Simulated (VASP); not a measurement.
Here is a VASP 6.6.1 calculation.

INCAR

```
SYSTEM = ZrB2
PREC = Accurate
ENCUT = 520
EDIFF = 1E-6
ISMEAR = 0
SIGMA = 0.15
LREAL = .FALSE.
LASPH = .TRUE.
NELM = 100
ALGO = Normal
ISIF = 2
LWAVE = .FALSE.
LCHARG = .FALSE.
GGA = PS
NBANDS = 16
```

The input KPOINTS:

```
regular mesh
0
G
  15 15 12
  0 0 0
```

The input POSCAR:

```
ZrB2
1.0
    3.2495000000      0.0000000000      0.0000000000
   -1.6247500000      2.8141495496      0.0000000000
    0.0000000000      0.0000000000      3.5652000000
Zr B
1 2
Direct
    0.0000000000      0.0000000000      0.0000000000
    0.3333333333      0.6666666667      0.5000000000
    0.6666666667      0.3333333333      0.5000000000
```

Potentials or basis: VASP PAW PBE potentials, release 64 (Zr_sv, B).

Run with:

```bash
$ cat potpaw_PBE.64/Zr_sv/POTCAR potpaw_PBE.64/B/POTCAR > POTCAR
$ mpirun -np 1 vasp_std > vasp.out
```

(1) Predict the band gap on the k mesh.

(2) What does it give for the pressure?

Results:

(1) zero (bands 9 and 10 overlap by 0.78 eV).

(2) -16.3 GPa.

Caveat: the cell stands under tension; the PAW data sets were made with another functional, which shifts forces and pressure a little.
